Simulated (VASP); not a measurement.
# CdS (I-4m2) in VASP: further runs, part 2 of 2

VASP 6.6.1.

## (3) G0W0 quasiparticle levels, PBE

This run uses another cell than the first one, of 24.63 Å³/atom.

The input, POSCAR:

```
CdS
1.0
    0.0000000000      2.9392148430      2.8510383978
    2.9392148430      0.0000000000      2.8510383978
    2.9392148430      2.9392148430      0.0000000000
Cd S
1 1
Direct
    0.0000000000      0.0000000000      0.0000000000
    0.2500000000      0.2500000000      0.2500000000
```

The input, INCAR.step1:

```
PREC = Accurate ; ENCUT = 500
EDIFF = 1E-8 ; ISMEAR = 0
SIGMA = 0.01 ; LREAL = False
LASPH = True ; NELM = 80
ALGO = Normal ; LWAVE = True
LCHARG = False ; GGA = PE
```

The input, INCAR.step2:

```
PREC = Accurate ; ENCUT = 500
EDIFF = 1E-8 ; ISMEAR = 0
SIGMA = 0.01 ; LREAL = False
LASPH = True ; NELM = 1
ALGO = Exact ; LWAVE = True
LCHARG = False ; GGA = PE
NBANDS = 214 ; LOPTICS = True
ISTART = 1
```

The input, INCAR.step3:

```
PREC = Accurate ; ENCUT = 500
EDIFF = 1E-8 ; ISMEAR = 0
SIGMA = 0.01 ; LREAL = False
LASPH = True ; ALGO = EVGW0
LWAVE = False ; LCHARG = False
GGA = PE ; NELMGW = 1
NBANDS = 214 ; ENCUTGW = 150.0
NOMEGA = 96 ; PRECFOCK = Fast
ISTART = 1 ; NBANDSGW = 17
OMEGAMAX = 20
```

The input, KPOINTS:

```
Automatic mesh
0
Gamma
  4 4 4
```

Potentials or basis: VASP PAW PBE potentials, release 64 (Cd_GW, S_GW).

The run is started by

```
$ cat potpaw_PBE.64/Cd_GW/POTCAR potpaw_PBE.64/S_GW/POTCAR > POTCAR
$ cp INCAR.step1 INCAR
$ mpirun -np 1 vasp_std > vasp.out
$ cp INCAR.step2 INCAR
$ mpirun -np 1 vasp_std > vasp.out
$ cp INCAR.step3 INCAR
$ mpirun -np 1 vasp_std > vasp.out
```

OUTCAR:

```text
PREC = Accurate
   ENCUT = 500
   EDIFF = 1E-8
   ISMEAR = 0
   LREAL = False
   LASPH = True
   GGA = PE
   NELMGW = 1
   ENCUTGW = 150.0
   PRECFOCK = Fast
   ISTART = 1

 ion  position               nearest neighbor table
   1  0.000  0.000  0.000-   2 2.52   2 2.52   2 2.52   2 2.52
   2  0.250  0.250  0.250-   1 2.52   1 2.52   1 2.52   1 2.52

  LATTYP: Found a body centered tetragonal cell.
 ALAT       =     4.1566774937
 C/A-ratio  =     1.3717871555

  Lattice vectors:

 A1 = (   0.0000000000,  -2.9392148430,  -2.8510383978)
 A2 = (   0.0000000000,   2.9392148430,  -2.8510383978)
 A3 = (   2.9392148430,   0.0000000000,   2.8510383978)

Analysis of symmetry for initial positions (statically):
=====================================================================
[... 133 lines left out ...]
  volume/ion in A,a.u.               =      24.63       166.21
  Fermi-wavevector in a.u.,A,eV,Ry     =   1.170399  2.211732 18.637705  1.369833
  Thomas-Fermi vector in A             =   2.306858
   LORBIT       =      0    0 simple, 1 ext, 2 COOP (PROOUT), +10 PAW based schemes
   GGA     = PE    functional components
   LHFCALC =     T    Hartree Fock is set to
   PRECFOCK=fast      Normal, Fast or Accurate (Low or Medium for compatibility)
   ENCUT4O =  -1.0   cutoff for four orbital integrals eV
   NKREDX  =     1    reduce k-point grid by
   NKREDY  =     1    reduce k-point grid by
   NKREDZ  =     1    reduce k-point grid by
   AEXX    =    1.0000 exact exchange contribution
   HFSCREEN=    0.0000 screening length (either q_TF or 0.3 A-1)
   HFSCREENC=   0.0000 screening length for correlation (either q_TF or 0.3 A-1)
   ENCUTFOCK=  -1.0 apply spherical cutoff to Coloumb kernel
   IVDW    =     0    specifies the selected vdW correction
   LEPSILON=     F    determine dielectric tensor
   LRPA    =     F    only Hartree local field effects (RPA)
   LRPAFORCE           =     F    calculate RPA forces
   ENCUTGW             = 150.0    cutoff for response function in eV
   ENCUTGWSOFT         = 120.0    soft cutoff for Coulomb kernel in GW response function in eV
   ENCUTLF             =  -1.0    cutoff for local field effects
   NELMGW              =     1    number of iterations in solving QP/BSE equation
   NELMHF              =     1    number of iterations in the inner HF iteration
   NKREDLFX            =     1    NKREDLFY  =   1   NKREDLFZ  =   1
 non-spin polarized calculation
 Gauss-broadening in eV      SIGMA  =   0.01
  energy-cutoff  :      500.00
  volume of cell :       49.26
 maximum number of plane-waves:      1269
 NGX is ok and might be reduce to    30
  NGX = 18; NGY = 18; NGZ = 18
   NGX = 15   NGY = 15   NGZ = 15
 maximum number of plane-waves:       214
 NGX is ok and might be reduce to    18

 QP shifts <psi_nk| G(iteration)W_0 |psi_nk>: iteration 1
 for sc-GW calculations column KS-energies equals QP-energies in previous step
 and V_xc(KS)=  KS-energies - (<T + V_ion + V_H > + <T+V_H+V_ion>^1  + <V_x>^1)

 k-point   1 :       0.0000    0.0000    0.0000
  band No.  KS-energies  QP-energies   sigma(KS)   V_xc(KS)     V^pw_x(r,r')   Z            occupation Imag(sigma)

      1      -9.6628     -10.0949     -13.7206     -13.0002     -20.9271       0.5998       2.0000       0.9905
      2      -5.0315      -6.8522     -17.7890     -15.1580     -22.8994       0.6920       2.0000       0.1458
      3      -5.0315      -6.8522     -17.7890     -15.1580     -22.8994       0.6920       2.0000       0.1458
      4      -5.0136      -6.8323     -17.8059     -15.1773     -22.9278       0.6919       2.0000       0.1484
      5      -4.5460      -6.5070     -18.2698     -15.4871     -23.2267       0.7047       2.0000       0.0892
      6      -4.5333      -6.5066     -18.2986     -15.5087     -23.2515       0.7073       2.0000       0.0896
[... 248 lines left out ...]
      3      -4.7539      -6.6590     -18.1291     -15.4135     -23.1956       0.7015       2.0000       0.1265
      4      -4.5806      -6.5291     -18.2576     -15.4932     -23.2583       0.7048       2.0000       0.1054
      5      -4.5286      -6.4869     -18.2423     -15.4669     -23.2052       0.7056       2.0000       0.0953
      6      -3.9086      -5.7220     -18.2349     -15.6661     -23.1974       0.7059       2.0000       0.1272
[... 9 lines left out ...]
     16      15.7775      16.1936     -10.1490     -10.7145      -4.3139       0.7357       0.0000      -0.4313
     17      15.8565      15.9561      -9.2045      -9.3392      -3.6004       0.7398       0.0000      -0.4504
```

OUTCAR.step1:

```text
PREC = Accurate
   ENCUT = 500
   EDIFF = 1E-8
   ISMEAR = 0
   LREAL = False
[... 417 lines left out ...]
      0.00000      0.00000      0.00000        -0.000000     -0.000000      0.000000
      1.46961      1.46961      1.42552         0.000000      0.000000      0.000000
 -----------------------------------------------------------------------------------
    total drift:                                0.000000      0.000000      0.000000

  FREE ENERGIE OF THE ION-ELECTRON SYSTEM (eV)
  ---------------------------------------------------
  free  energy   TOTEN  =        -6.1211861717 eV

  energy  without entropy=       -6.1211861717  energy(sigma->0) =       -6.12118617
```

OUTCAR.step2:

```text
PREC = Accurate
   ENCUT = 500
   EDIFF = 1E-8
   ISMEAR = 0
   LREAL = False
[... 855 lines left out ...]
     0.00000    11.56716    11.56716    11.14991    -0.00000     0.00000     0.00000
     1.88083     5.24705     5.24705     5.01784    -0.00000     0.00000     0.00000
     3.76166     2.84186     2.84186     3.14691    -0.00000    -0.00000    -0.00000
     5.64249     2.62866     2.62866     3.49578    -0.00000     0.00000    -0.00000
     7.52332    -1.82414    -1.82414    -1.72136    -0.00000    -0.00000    -0.00000
     9.40415     0.09475     0.09475    -0.01116    -0.00000    -0.00000    -0.00000
[... 92 lines left out ...]
   184.32125     0.98053     0.98053     0.98055     0.00000    -0.00000    -0.00000
   186.20208     0.98096     0.98096     0.98097     0.00000    -0.00000    -0.00000
```

Run time: 5.9 min. Hardware: 1 thread of Intel Xeon 6975P-C (Granite Rapids), shared host; peak memory 0.69 GiB.

Results:

| Item | Value |
| --- | --- |
| Quasiparticle gap | 1.89 eV |
| Least direct quasiparticle gap | 1.89 eV |
| Band gap of the starting levels on the mesh | 1.09 eV |
| Least direct gap of the starting levels on the mesh | 1.09 eV |

Caveat: the k points lie up to 0.47 Å⁻¹ apart; bands, screening cutoff and mesh are small and nothing is extrapolated, so the quasiparticle values aren't converged; the structure was generated, so it needn't be the stable form of CdS.

## (4) G0W0 quasiparticle levels, PBE

This run uses another cell than the first one, of 25.65 Å³/atom.

The input, POSCAR:

```
CdS
1.0
    0.0000000000      2.9392148430      2.9686069915
    2.9392148430      0.0000000000      2.9686069915
    2.9392148430      2.9392148430      0.0000000000
Cd S
1 1
Direct
    0.0000000000      0.0000000000      0.0000000000
    0.2500000000      0.2500000000      0.2500000000
```

The input, INCAR.step1:

```
SYSTEM = CdS
  ALGO = Normal
  EDIFF = 1E-8
  ENCUT = 500
  GGA = PE
  ISMEAR = 0
  LASPH = .TRUE.
  LCHARG = .FALSE.
  LREAL = .FALSE.
  LWAVE = .TRUE.
  NELM = 80
  PREC = Accurate
  SIGMA = 0.01
```

The input, INCAR.step2:

```
SYSTEM = CdS
  ALGO = Exact
  EDIFF = 1E-8
  ENCUT = 500
  GGA = PE
  ISMEAR = 0
  ISTART = 1
  LASPH = .TRUE.
  LCHARG = .FALSE.
  LOPTICS = .TRUE.
  LREAL = .FALSE.
  LWAVE = .TRUE.
  NBANDS = 222
  NELM = 1
  PREC = Accurate
  SIGMA = 0.01
```

The input, INCAR.step3:

```
SYSTEM = CdS
  ALGO = EVGW0
  EDIFF = 1E-8
  ENCUT = 500
  ENCUTGW = 150.0
  GGA = PE
  ISMEAR = 0
  ISTART = 1
  LASPH = .TRUE.
  LCHARG = .FALSE.
  LREAL = .FALSE.
  LWAVE = .FALSE.
  NBANDS = 222
  NBANDSGW = 17
  NELMGW = 1
  NOMEGA = 96
  OMEGAMAX = 20
  PREC = Accurate
  PRECFOCK = Fast
  SIGMA = 0.01
```

The input, KPOINTS:

```
k-points
0
G
  4 4 4
  0 0 0
```

Potentials or basis: VASP PAW PBE potentials, release 64 (Cd_GW, S_GW).

The run is started by

```
$ cat potpaw_PBE.64/Cd_GW/POTCAR potpaw_PBE.64/S_GW/POTCAR > POTCAR
$ cp INCAR.step1 INCAR
$ mpirun -np 1 vasp_std > vasp.out
$ cp INCAR.step2 INCAR
$ mpirun -np 1 vasp_std > vasp.out
$ cp INCAR.step3 INCAR
$ mpirun -np 1 vasp_std > vasp.out
```

OUTCAR:

```text
SYSTEM = CdS
   EDIFF = 1E-8
   ENCUT = 500
   ENCUTGW = 150.0
   GGA = PE
   ISMEAR = 0
   ISTART = 1
   LASPH = .TRUE.
   LREAL = .FALSE.
   NELMGW = 1
   PREC = Accurate
   PRECFOCK = Fast

 ion  position               nearest neighbor table
   1  0.000  0.000  0.000-   2 2.55   2 2.55   2 2.55   2 2.55
   2  0.250  0.250  0.250-   1 2.55   1 2.55   1 2.55   1 2.55

  LATTYP: Found a body centered tetragonal cell.
 ALAT       =     4.1566774937
 C/A-ratio  =     1.4283556980

  Lattice vectors:

 A1 = (  -2.9392148430,   0.0000000000,   2.9686069915)
 A2 = (   2.9392148430,   0.0000000000,   2.9686069915)
 A3 = (   0.0000000000,   2.9392148430,  -2.9686069915)

Analysis of symmetry for initial positions (statically):
=====================================================================
 Subroutine PRICEL returns:
 Original cell was already a primitive cell.

 Routine SETGRP: Setting up the symmetry group for a
 body centered tetragonal supercell.

 Subroutine GETGRP returns: Found  8 space group operations
 (whereof  8 operations were pure point group operations)
 out of a pool of 16 trial point group operations.

The static configuration has the point symmetry D_2d.

Analysis of symmetry for dynamics (positions and initial velocities):
=====================================================================
 Subroutine PRICEL returns:
 Original cell was already a primitive cell.

 Routine SETGRP: Setting up the symmetry group for a
 body centered tetragonal supercell.

 Subroutine GETGRP returns: Found  8 space group operations
 (whereof  8 operations were pure point group operations)
[... 82 lines left out ...]
   ISTART =      1    job   : 0-new  1-cont  2-samecut
   ICHARG =      0    charge: 1-file 2-atom 10-const
   ISPIN  =      1    spin polarized calculation?
   LNONCOLLINEAR =      F non collinear calculations
   LSORBIT =      F    spin-orbit coupling
   LASPH  =      T    aspherical Exc in radial PAW
   ENCUT  =  500.0 eV  36.75 Ry    6.06 a.u.   7.62  7.62  7.58*2*pi/ulx,y,z
   NELM   =     60;   NELMIN=  2; NELMDL=  0     # of ELM steps
   EDIFF  = 0.1E-07   stopping-criterion for ELM
   LREAL  =      F    real-space projection
   EDIFFG = 0.1E-06   stopping-criterion for IOM
   NSW    =      0    number of steps for IOM
   IBRION =     -1    ionic relax: 0-MD 1-quasi-New 2-CG
   NFREE  =      0    steps in history (QN), initial steepest desc. (CG)
   ISIF   =      0    stress and relaxation
   ISYM   =      3    0-nonsym 1-usesym 2-fastsym
   POTIM  = 0.5000    time-step for ionic-motion
   TEBEG  =    0.0;   TEEND  =   0.0 temperature during run
   PSTRESS=    0.0 pullay stress
   NELECT =      18.0000    total number of electrons
   NUPDOWN=      -1.0000    fix difference up-down
   EMIN   =  10.00;   EMAX   =-10.00  energy-range for DOS
   EFERMI =   0.00;   METHOD = LEGACY
   ISMEAR =     0;   SIGMA  =   0.01  broadening in eV -4-tet -1-fermi 0-gaus
   EFERMI_NEDOS =   21; number of points for ismear=-14 and -15
   IALGO  =     38    algorithm
   IMIX   =      4    mixing-type and parameters
     AMIX     =   0.40;   BMIX     =  1.00
     AMIX_MAG =   1.60;   BMIX_MAG =  1.00
  volume/ion in A,a.u.               =      25.65       173.07
  Fermi-wavevector in a.u.,A,eV,Ry     =   1.154739  2.182141 18.142313  1.333422
  Thomas-Fermi vector in A             =   2.291373
   LORBIT       =      0    0 simple, 1 ext, 2 COOP (PROOUT), +10 PAW based schemes
   GGA     = PE    functional components
   LHFCALC =     T    Hartree Fock is set to
   PRECFOCK=fast      Normal, Fast or Accurate (Low or Medium for compatibility)
   ENCUT4O =  -1.0   cutoff for four orbital integrals eV
   NKREDX  =     1    reduce k-point grid by
   NKREDY  =     1    reduce k-point grid by
   NKREDZ  =     1    reduce k-point grid by
   AEXX    =    1.0000 exact exchange contribution
   HFSCREEN=    0.0000 screening length (either q_TF or 0.3 A-1)
   HFSCREENC=   0.0000 screening length for correlation (either q_TF or 0.3 A-1)
   ENCUTFOCK=  -1.0 apply spherical cutoff to Coloumb kernel
   IVDW    =     0    specifies the selected vdW correction
   LEPSILON=     F    determine dielectric tensor
   LRPA    =     F    only Hartree local field effects (RPA)
   LRPAFORCE           =     F    calculate RPA forces
   ENCUTGW             = 150.0    cutoff for response function in eV
   ENCUTGWSOFT         = 120.0    soft cutoff for Coulomb kernel in GW response function in eV
   ENCUTLF             =  -1.0    cutoff for local field effects
   NELMGW              =     1    number of iterations in solving QP/BSE equation
   NELMHF              =     1    number of iterations in the inner HF iteration
   NKREDLFX            =     1    NKREDLFY  =   1   NKREDLFZ  =   1
 non-spin polarized calculation
 Gauss-broadening in eV      SIGMA  =   0.01
  energy-cutoff  :      500.00
  volume of cell :       51.29
 maximum number of plane-waves:      1317
  NGX = 18; NGY = 18; NGZ = 18
   NGX = 15   NGY = 15   NGZ = 15
 maximum number of plane-waves:       222
 NGX is ok and might be reduce to    18

 QP shifts <psi_nk| G(iteration)W_0 |psi_nk>: iteration 1
 for sc-GW calculations column KS-energies equals QP-energies in previous step
 and V_xc(KS)=  KS-energies - (<T + V_ion + V_H > + <T+V_H+V_ion>^1  + <V_x>^1)

 k-point   1 :       0.0000    0.0000    0.0000
  band No.  KS-energies  QP-energies   sigma(KS)   V_xc(KS)     V^pw_x(r,r')   Z            occupation Imag(sigma)

      1      -9.8160     -10.2130     -13.6620     -12.9933     -20.8737       0.5937       2.0000       0.9875
      2      -5.2853      -7.1054     -17.8251     -15.1752     -22.9277       0.6869       2.0000       0.1518
      3      -5.2794      -7.0996     -17.8305     -15.1814     -22.9368       0.6871       2.0000       0.1529
      4      -5.2794      -7.0996     -17.8305     -15.1814     -22.9368       0.6871       2.0000       0.1529
      5      -4.8496      -6.8029     -18.2892     -15.4929     -23.2411       0.6985       2.0000       0.0936
      6      -4.8464      -6.8004     -18.2985     -15.4998     -23.2491       0.6982       2.0000       0.0934
[... 248 lines left out ...]
      3      -5.0581      -6.9504     -18.1210     -15.4002     -23.1874       0.6955       2.0000       0.1350
      4      -4.8826      -6.8272     -18.2917     -15.5122     -23.2867       0.6996       2.0000       0.1095
      5      -4.8402      -6.7834     -18.2340     -15.4554     -23.1966       0.6993       2.0000       0.1011
      6      -4.2642      -6.0708     -18.2463     -15.6618     -23.2155       0.6990       2.0000       0.1346
[... 9 lines left out ...]
     16      15.4141      15.8760     -10.9677     -11.6007      -5.0784       0.7297       0.0000      -0.4988
     17      15.5688      15.9690     -10.0927     -10.6396      -4.2385       0.7317       0.0000      -0.4658
```

It took 13 min on 1 thread of Intel Xeon Platinum 8259CL at 2.50GHz (Skylake/Cascade Lake), shared host; peak memory 0.73 GiB.

What came out:

```
Quasiparticle gap                                   : 1.81 eV
Least direct quasiparticle gap                      : 1.81 eV
Band gap of the starting levels on the mesh         : 1.05 eV
Least direct gap of the starting levels on the mesh : 1.05 eV
```

Caveat: the k points lie up to 0.46 Å⁻¹ apart; bands, screening cutoff and mesh are small and nothing is extrapolated, so the quasiparticle values aren't converged; the structure was generated, so it needn't be the stable form of CdS.
